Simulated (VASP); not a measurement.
# WC (P-6m2) in VASP: further runs

Runs on WC. Level: PBE. Tasks: single point.

Everything below comes from runs of VASP 6.6.1. Logs are shortened: lines on timing, memory, paths and dates and some standing lists are left out, and cuts for length are marked.

## (1) The cell of the first run

The structure is hexagonal, space group P-6m2 (No. 187). Conventional cell: a = 2.907 Å, b = 2.907 Å, c = 2.837 Å, α = 90.00°, β = 90.00°, γ = 120.00°. Within 3.0 Å of W (site symmetry -6m2) lie 6 C at 2.20 Å and 8 W at 2.84 to 2.91 Å. Within 3.0 Å of C (site symmetry -6m2) lie 6 W at 2.20 Å and 8 C at 2.84 to 2.91 Å.

## (2) Single point, PBE

INCAR

```
SYSTEM = WC
PREC     = Accurate       ! precision mode
ENCUT    = 600            ! plane-wave cutoff, eV
EDIFF    = 1E-6           ! SCF threshold, eV
ISMEAR   = 1              ! smearing method
SIGMA    = 0.5            ! smearing width, eV
LREAL    = .False.        ! projectors in reciprocal space
LASPH    = .True.         ! aspherical terms in the spheres
NELM     = 120            ! most SCF steps
ALGO     = Normal         ! electronic algorithm
ISIF     = 2              ! what is computed and relaxed
LWAVE    = .False.        ! write WAVECAR
LCHARG   = .False.        ! write CHGCAR
GGA      = PE             ! functional
NBANDS   = 16             ! bands
GGA_COMPAT= .False.
```

KPOINTS

```
Automatic mesh
0
Gamma
  11 11 10
  0 0 0
```

POSCAR

```
WC
1.0
    2.9065000000      0.0000000000      0.0000000000
   -1.4532500000      2.5171028400      0.0000000000
    0.0000000000      0.0000000000      2.8366000000
W C
1 1
Direct
    0.0000000000      0.0000000000      0.0000000000
    0.6666666667      0.3333333333      0.5000000000
```

Potentials or basis: VASP PAW PBE potentials, release 64 (W_sv, C).

Run with:

```bash
cat potpaw_PBE.64/W_sv/POTCAR potpaw_PBE.64/C/POTCAR > POTCAR
mpirun -np 1 vasp_std > vasp.out
```

OUTCAR:

```text
SYSTEM = WC
   PREC = Accurate
   ENCUT = 600
   EDIFF = 1E-6
   ISMEAR = 1
   LREAL = .False.
   LASPH = .True.
   NELM = 120
   ISIF = 2
   GGA = PE

 ion  position               nearest neighbor table
   1  0.000  0.000  0.000-   2 2.20   2 2.20   2 2.20   2 2.20   2 2.20   2 2.20
   2  0.667  0.333  0.500-   1 2.20   1 2.20   1 2.20   1 2.20   1 2.20   1 2.20

  LATTYP: Found a hexagonal cell.
 ALAT       =     2.9065000000
 C/A-ratio  =     0.9759504559

  Lattice vectors:

 A1 = (   2.9065000000,   0.0000000000,   0.0000000000)
 A2 = (  -1.4532500000,   2.5171028400,   0.0000000000)
 A3 = (   0.0000000000,   0.0000000000,   2.8366000000)

Analysis of symmetry for initial positions (statically):
=====================================================================
 Subroutine PRICEL returns:
 Original cell was already a primitive cell.

 Routine SETGRP: Setting up the symmetry group for a
 hexagonal supercell.

 Subroutine GETGRP returns: Found 12 space group operations
 (whereof 12 operations were pure point group operations)
 out of a pool of 24 trial point group operations.

The static configuration has the point symmetry D_3h.

Analysis of symmetry for dynamics (positions and initial velocities):
=====================================================================
 Subroutine PRICEL returns:
 Original cell was already a primitive cell.

 Routine SETGRP: Setting up the symmetry group for a
 hexagonal supercell.

 Subroutine GETGRP returns: Found 12 space group operations
 (whereof 12 operations were pure point group operations)
 out of a pool of 24 trial point group operations.

The dynamic configuration has the point symmetry D_3h.

 Subroutine INISYM returns: Found 12 space group operations
 (whereof 12 operations are pure point group operations),
 and found     1 'primitive' translations

----------------------------------------------------------------------------------------

                                     Primitive cell

  volume of cell :      20.7525

  direct lattice vectors                    reciprocal lattice vectors
     2.906500000  0.000000000  0.000000000     0.344056425  0.198641069  0.000000000
    -1.453250000  2.517102840  0.000000000     0.000000000  0.397282139  0.000000000
     0.000000000  0.000000000  2.836600000     0.000000000  0.000000000  0.352534725

  length of vectors
     2.906500000  2.906500003  2.836600000     0.397282139  0.397282139  0.352534725

  position of ions in fractional coordinates (direct lattice)
     0.000000000  0.000000000  0.000000000
     0.666666667  0.333333333  0.500000000

  ion indices of the primitive-cell ions
   primitive index   ion index
                 1           1
                 2           2

----------------------------------------------------------------------------------------

 KPOINTS: Automatic mesh

Automatic generation of k-mesh.
 Grid dimensions read from file:
 generate k-points for:   11   11   10

 Generating k-lattice:

  Cartesian coordinates                     Fractional coordinates (reciprocal lattice)
     0.031277857  0.018058279  0.000000000     0.090909091 -0.000000000  0.000000000
     0.000000000  0.036116558  0.000000000     0.000000000  0.090909091  0.000000000
     0.000000000  0.000000000  0.035253472     0.000000000  0.000000000  0.100000000

  Length of vectors
     0.036116558  0.036116558  0.035253472

  Shift w.r.t. Gamma in fractional coordinates (k-lattice)
     0.000000000  0.000000000  0.000000000

 Subroutine IBZKPT returns following result:
 ===========================================

 Found     96 irreducible k-points:

 Following reciprocal coordinates:
            Coordinates               Weight
  0.000000  0.000000  0.000000      1.000000
  0.090909 -0.000000  0.000000      6.000000
  0.181818  0.000000  0.000000      6.000000
  0.272727  0.000000  0.000000      6.000000
  0.363636 -0.000000  0.000000      6.000000
  0.454545  0.000000  0.000000      6.000000
[... 16 lines left out ...]
  0.090909  0.090909  0.100000     12.000000
  0.181818  0.090909  0.100000     24.000000
 [... further k-points ...]
   k-points           NKPTS =     96   k-points in BZ     NKDIM =     96   number of bands    NBANDS=     16
   number of dos      NEDOS =    301   number of ions     NIONS =      2
   total plane-waves  NPLWV =  13824
   dimension x,y,z NGX =    24 NGY =   24 NGZ =   24
   dimension x,y,z NGXF=    48 NGYF=   48 NGZF=   48
   ions per type =               1   1
   NGX,Y,Z   is equivalent  to a cutoff of  13.73, 13.73, 14.07 a.u.
   NGXF,Y,Z  is equivalent  to a cutoff of  27.46, 27.46, 28.13 a.u.
 SYSTEM =  WC
   PREC   = accura    normal or accurate (medium, high low for compatibility)
   ISTART =      0    job   : 0-new  1-cont  2-samecut
   ICHARG =      2    charge: 1-file 2-atom 10-const
   ISPIN  =      1    spin polarized calculation?
   LNONCOLLINEAR =      F non collinear calculations
   LSORBIT =      F    spin-orbit coupling
   LASPH  =      T    aspherical Exc in radial PAW
   ENCUT  =  600.0 eV  44.10 Ry    6.64 a.u.   5.81  5.81  5.67*2*pi/ulx,y,z
   NELM   =    120;   NELMIN=  2; NELMDL= -5     # of ELM steps
   EDIFF  = 0.1E-05   stopping-criterion for ELM
   LREAL  =      F    real-space projection
   EDIFFG = 0.1E-04   stopping-criterion for IOM
   NSW    =      0    number of steps for IOM
   IBRION =     -1    ionic relax: 0-MD 1-quasi-New 2-CG
   NFREE  =      0    steps in history (QN), initial steepest desc. (CG)
   ISIF   =      2    stress and relaxation
   ISYM   =      2    0-nonsym 1-usesym 2-fastsym
   POTIM  = 0.5000    time-step for ionic-motion
   TEBEG  =    0.0;   TEEND  =   0.0 temperature during run
   PSTRESS=    0.0 pullay stress
   NELECT =      18.0000    total number of electrons
   NUPDOWN=      -1.0000    fix difference up-down
   EMIN   =  10.00;   EMAX   =-10.00  energy-range for DOS
   EFERMI =   0.00;   METHOD = LEGACY
   ISMEAR =     1;   SIGMA  =   0.50  broadening in eV -4-tet -1-fermi 0-gaus
   EFERMI_NEDOS =   21; number of points for ismear=-14 and -15
   IALGO  =     38    algorithm
   IMIX   =      4    mixing-type and parameters
     AMIX     =   0.40;   BMIX     =  1.00
     AMIX_MAG =   1.60;   BMIX_MAG =  1.00
  volume/ion in A,a.u.               =      10.38        70.02
  Fermi-wavevector in a.u.,A,eV,Ry     =   1.561262  2.950358 33.164744  2.437540
  Thomas-Fermi vector in A             =   2.664353
   LORBIT       =      0    0 simple, 1 ext, 2 COOP (PROOUT), +10 PAW based schemes
   GGA     = PE    functional components
   LHFCALC =     F    Hartree Fock is set to
   AEXX    =    0.0000 exact exchange contribution
   IVDW    =     0    specifies the selected vdW correction
   LEPSILON=     F    determine dielectric tensor
   LRPA    =     F    only Hartree local field effects (RPA)
 non-spin polarized calculation
 Methfessel and Paxton  Order N= 1 SIGMA  =   0.50
  energy-cutoff  :      600.00
  volume of cell :       20.75
 maximum number of plane-waves:       704
 NGX is ok and might be reduce to    24
   NGX = 11   NGY = 11   NGZ = 11

 number of electron      18.0000000 magnetization

 Free energy of the ion-electron system (eV)
  ---------------------------------------------------
  ext. energy  EPLUGINS =         0.00000000
  ---------------------------------------------------
  free energy    TOTEN  =       -22.44169377 eV

  energy without entropy =      -22.45170633  energy(sigma->0) =      -22.44503129

 E-fermi :  11.0739     XC(G=0): -13.7999

 val. band max:       11.0668280845   @ k =   0.4545   0.0909   0.5000
 cond. band min:      11.1335922233   @ k =   0.2727   0.2727   0.0000
 fundamental gap:      0.0667641387
 Fermi energy:        11.0738726093

 k-point     1 :       0.0000    0.0000    0.0000
  band No.  band energies     occupation
      1     -62.9258      2.00000
      2     -26.9061      2.00000
      3     -26.8045      2.00000
      4     -26.8045      2.00000
      5      -3.3726      2.00000
      6       6.7659      2.00000
[... 8 lines left out ...]
     15      25.4231      0.00000
     16      27.8165      0.00000

 k-point     2 :       0.0909   -0.0000    0.0000
  band No.  band energies     occupation
      1     -62.9212      2.00000
      2     -26.8974      2.00000
      3     -26.8725      2.00000
      4     -26.8199      2.00000
      5      -3.1566      2.00000
      6       6.8086      2.00000
[... 8 lines left out ...]
     15      25.0300      0.00000
     16      28.2701      0.00000

 k-point     3 :       0.1818    0.0000    0.0000
  band No.  band energies     occupation
      1     -62.9088      2.00000
      2     -27.0518      2.00000
      3     -26.8739      2.00000
      4     -26.8610      2.00000
      5      -2.5534      2.00000
      6       6.2513      2.00000
[... 8 lines left out ...]
     15      24.7619      0.00000
     16      29.4967      0.00000

 k-point     4 :       0.2727    0.0000    0.0000
  band No.  band energies     occupation
      1     -62.8925      2.00000
      2     -27.2797      2.00000
      3     -26.9142      2.00000
      4     -26.8428      2.00000
      5      -1.6897      2.00000
      6       5.3385      2.00000
[... 8 lines left out ...]
     15      25.3748      0.00000
     16      29.0148      0.00000

 k-point     5 :       0.3636   -0.0000    0.0000
  band No.  band energies     occupation
      1     -62.8776      2.00000
      2     -27.4829      2.00000
      3     -26.9627      2.00000
      4     -26.8142      2.00000
      5      -0.7723      2.00000
      6       4.5699      2.00000
[... 8 lines left out ...]
     15      25.7733      0.00000
     16      27.7650      0.00000

 k-point     6 :       0.4545    0.0000    0.0000
  band No.  band energies     occupation
      1     -62.8687      2.00000
      2     -27.6009      2.00000
      3     -26.9913      2.00000
      4     -26.7971      2.00000
      5      -0.1236      2.00000
      6       4.1095      2.00000
[... 8 lines left out ...]
     15      24.1662      0.00000
     16      28.9646      0.00000
[... 267 lines left out ...]
 k-point    21 :       0.3636   -0.0000    0.1000
  band No.  band energies     occupation
      1     -62.8738      2.00000
      2     -27.4729      2.00000
      3     -26.9554      2.00000
      4     -26.8832      2.00000
      5      -0.6576      2.00000
      6       4.5721      2.00000
[... 8 lines left out ...]
     15      25.2287      0.00000
     16      27.7807      0.00000

 k-point    22 :       0.4545    0.0000    0.1000
  band No.  band energies     occupation
      1     -62.8649      2.00000
      2     -27.5903      2.00000
      3     -26.9838      2.00000
      4     -26.8652      2.00000
      5      -0.0524      2.00000
      6       4.0525      2.00000
[... 8 lines left out ...]
     15      24.1217      0.00000
     16      28.7791      0.00000

 k-point    23 :       0.0909    0.0909    0.1000
  band No.  band energies     occupation
      1     -62.9088      2.00000
      2     -26.9869      2.00000
      3     -26.9518      2.00000
      4     -26.8456      2.00000
      5      -2.5260      2.00000
      6       6.6046      2.00000
[... 8 lines left out ...]
     15      24.6687      0.00000
     16      28.6563      0.00000

 k-point    24 :       0.1818    0.0909    0.1000
  band No.  band energies     occupation
      1     -62.8945      2.00000
      2     -27.1770      2.00000
      3     -26.9249      2.00000
      4     -26.9028      2.00000
      5      -1.8203      2.00000
      6       5.8249      2.00000
[... 8 lines left out ...]
     15      24.6302      0.00000
     16      28.8830      0.00000

 [... further k-points ...]

------------------------ aborting loop because EDIFF is reached ----------------------------------------

  FORCE on cell =-STRESS in cart. coord.  units (eV):
  Direction    XX          YY          ZZ          XY          YZ          ZX
  --------------------------------------------------------------------------------------
  -------------------------------------------------------------------------------------
  Total        0.8510000      0.8510000      0.8335824      0.0000000      0.0000000      0.0000000
  in kB       65.7008186     65.7008188     64.3560987      0.0000000      0.0000000      0.0000000
  external PRESSURE =      65.2525787 kB  Pullay stress =       0.0000000 kB

 VOLUME and BASIS-vectors are now :
 -----------------------------------------------------------------------------
  energy-cutoff  :      600.00
  volume of cell :       20.75
      direct lattice vectors                 reciprocal lattice vectors
     2.906500000  0.000000000  0.000000000     0.344056425  0.198641069  0.000000000
    -1.453250000  2.517102840  0.000000000     0.000000000  0.397282139  0.000000000
     0.000000000  0.000000000  2.836600000     0.000000000  0.000000000  0.352534725

 POSITION                                       TOTAL-FORCE (eV/Angst)
 -----------------------------------------------------------------------------------
      0.00000      0.00000      0.00000        -0.000000     -0.000000      0.000000
      1.45325      0.83903      1.41830         0.000000      0.000000      0.000000
 -----------------------------------------------------------------------------------
    total drift:                                0.000000      0.000000      0.000000

  FREE ENERGIE OF THE ION-ELECTRON SYSTEM (eV)
  ---------------------------------------------------
  free  energy   TOTEN  =       -22.4416937681 eV

  energy  without entropy=      -22.4517063277  energy(sigma->0) =      -22.44503129
```

Wall time 10 s (1 thread of Intel Xeon 6975P-C (Granite Rapids), shared host); peak memory 0.16 GiB.

Results:

| Property | Result |
| --- | --- |
| Free energy | -22.4417 eV |
| Pressure | 6.5 GPa |
| Band gap on the k mesh | zero (bands 9 and 10 overlap by 1.23 eV) |

Stress tensor (GPa, compression positive):
```
6.57 0.00 0.00
0.00 6.57 0.00
0.00 0.00 6.44
```

Levels at points of the mesh, in eV from the Fermi level:
| k point | band 6 | band 7 | band 8 | band 9 | band 10 | band 11 | band 12 | band 13 |
| --- | --- | --- | --- | --- | --- | --- | --- | --- |
| (0.00, 0.00, 0.00) | -4.31 | -3.33 | -3.33 | 0.09 | 3.24 | 3.24 | 5.63 | 5.63 |
| (0.00, 0.00, 0.50) | -8.65 | -2.01 | -2.01 | -0.58 | -0.58 | 3.67 | 4.53 | 4.53 |

Caveat: the cell stands under pressure; so wide a smearing shifts energies and pressures; spin-orbit coupling is left out, which moves the levels of the heavy elements.

(Part 1 of 3 ends here.)
